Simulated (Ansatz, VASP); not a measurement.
# One calculation of Ru, two programs

Contents of INCAR:

```
SYSTEM = Ru
ALGO     = Normal         ! electronic algorithm
EDIFF    = 1E-6           ! SCF threshold, eV
ENCUT    = 520            ! plane-wave cutoff, eV
GGA      = PS             ! functional
ISIF     = 2              ! what is computed and relaxed
ISMEAR   = -1             ! smearing method
LASPH    = .TRUE.         ! aspherical terms in the spheres
LCHARG   = .TRUE.         ! write CHGCAR
LELF     = .TRUE.         ! ELF
LREAL    = .FALSE.        ! projectors in reciprocal space
LVHAR    = .TRUE.       
LWAVE    = .FALSE.        ! write WAVECAR
NBANDS   = 21             ! bands
NELM     = 80             ! most SCF steps
PREC     = Accurate       ! precision mode
SIGMA    = 0.03           ! smearing width, eV
```

The input KPOINTS:

```
k-points
0
G
  14 14 8
  0 0 0
```

Contents of POSCAR:

```
Ru
1.0
    2.7057993342     -0.0135289967     -0.0135289967
   -1.3646161219      2.3500554593     -0.0049519565
   -0.0214095000     -0.0214095000      4.2819000000
Ru
2
Direct
    0.3333333333      0.6666666667      0.2500000000
    0.6666666667      0.3333333333      0.7500000000
```

Input for Ansatz:

```yaml
crystal:
  lattice:
    - [2.7057993342, -0.0135289967, -0.0135289967]
    - [-1.3646161219, 2.3500554593, -0.0049519565]
    - [-0.0214095, -0.0214095, 4.2819]
  atoms:
    - { symbol: Ru, position: [0.3333333333, 0.6666666667, 0.25] }
    - { symbol: Ru, position: [0.6666666667, 0.3333333333, 0.75] }
kpoints:
  mp_grid: { grid: [14, 14, 8] }
  band_path:
    path:
      - [0.0, 0.0, 0.0]
      - [0.0, 0.0, 0.5]
      - [-0.5, 0.5, 0.0]
      - [0.0, 0.0, 0.0]
      - [0.0, -0.5, 0.0]
      - [-0.5, 0.0, 0.5]
      - [0.0, 0.0, 0.0]
      - [-0.5, 0.0, 0.0]
      - [0.0, -0.5, 0.5]
    npoints: 5
scf:
  occupations: { method: fermi_dirac, width: 0.03 }
hamiltonian:
  xc: pbesol
  pseudopotentials: { kind: all_electron, lapw: { basis_error: 0.0005 } }
output:
  forces: true
  stress: true
  eigenvalues: true
```

Change from the starting cell: equal xy, yz and zx shear strains of -1 %.

Alike in both runs: task single point; functional PBEsol; k mesh 14 × 14 × 8; occupations fermi-dirac, width 0.03 eV; no spin polarisation.

```csv
,VASP,Ansatz
version,VASP 6.6.1,Ansatz 0.2.0
potentials or method,"VASP PAW PBE potentials, release 64 (Ru_pv), cutoff 520 eV","all-electron LAPW, scalar-relativistic"
```

|  | VASP | Ansatz | Ansatz less VASP |
| --- | --- | --- | --- |
| pressure (GPa) | -6.2 | -6.2 | +0.02 |
| traceless stress, the component that is largest in VASP (GPa) | 1.98 | 1.98 | +0.002 |
| rms of the force components (eV/Å) | 0.028 | 0.028 | 0.0000 |

VASP's potentials were made for PBE, not for PBEsol. Atom by atom the forces differ by 0.000 eV/Å (rms over components). Ansatz ran all-electron here, and VASP with PAW potentials.
